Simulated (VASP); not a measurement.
A run of VASP 6.6.1 is set up as follows.

INCAR

```
SYSTEM = ZrTi3O8
PREC     = Accurate       ! precision mode
ENCUT    = 520            ! plane-wave cutoff, eV
EDIFF    = 1E-6           ! SCF threshold, eV
ISMEAR   = -1             ! smearing method
SIGMA    = 0.02           ! smearing width, eV
LREAL    = .FALSE.        ! projectors in reciprocal space
LASPH    = .TRUE.         ! aspherical terms in the spheres
NELM     = 60             ! most SCF steps
ALGO     = Normal         ! electronic algorithm
ISIF     = 2              ! what is computed and relaxed
LWAVE    = .FALSE.        ! write WAVECAR
LCHARG   = .FALSE.        ! write CHGCAR
GGA      = PE             ! functional
NBANDS   = 60             ! bands
```

File KPOINTS:

```
Automatic mesh
0
G
  8 8 4
  0 0 0
```

File POSCAR:

```
ZrTi3O8
1.0
    5.2919599038     -1.9229502802      0.0386126336
    5.2919599038      1.9229502802      0.0386126336
   -2.7843430999      0.0000000000      7.1413590118
Ti O Zr
3 8 1
Direct
    0.0071895915      0.0071895915      0.0133925032
    0.2487934851      0.2487934851      0.3749863343
   -0.0083999127     -0.0083999127      0.4992926193
    0.4487768329      0.4487768329      0.4747778664
    0.2038482189      0.2038482189      0.1091228114
    0.0389488169      0.0389488169      0.2713889804
    0.7917986590      0.7917986590      0.3957446833
    0.4722211020      0.4722211020      0.9851723885
    0.1973481830      0.1973481830      0.5873331616
    0.0376845522      0.0376845522      0.7636806723
    0.8091032171      0.8091032171      0.9043298863
    0.2526872541      0.2526872541      0.8707780931
```

Potentials or basis: VASP PAW PBE potentials, release 64 (Ti_sv, O, Zr_sv).

Command:

```console
$ cat potpaw_PBE.64/Ti_sv/POTCAR potpaw_PBE.64/O/POTCAR potpaw_PBE.64/Zr_sv/POTCAR > POTCAR
$ mpirun -np 1 vasp_std > vasp.out
```

Q: What does it give for the band gap on the k mesh?

A: 2.30 eV (least direct gap 2.64 eV).

Q: Predict the largest force.

A: 0.180 eV/Å.

Q: Predict the pressure.

A: 4.7 GPa.

Forces in eV/Å, atoms in the order of the input:
```
Ti   0.027  0.000 -0.039
Ti   0.021  0.000 -0.017
Ti   0.011  0.000  0.008
O    0.114  0.000  0.038
O    0.171  0.000 -0.056
O   -0.093  0.000  0.029
O   -0.116  0.000 -0.051
O    0.039  0.000 -0.003
O    0.025  0.000  0.109
O   -0.052  0.000  0.035
O   -0.117  0.000 -0.051
Zr  -0.030  0.000  0.000
```

Caveat: the cell stands under pressure. A k mesh can miss the band edges.
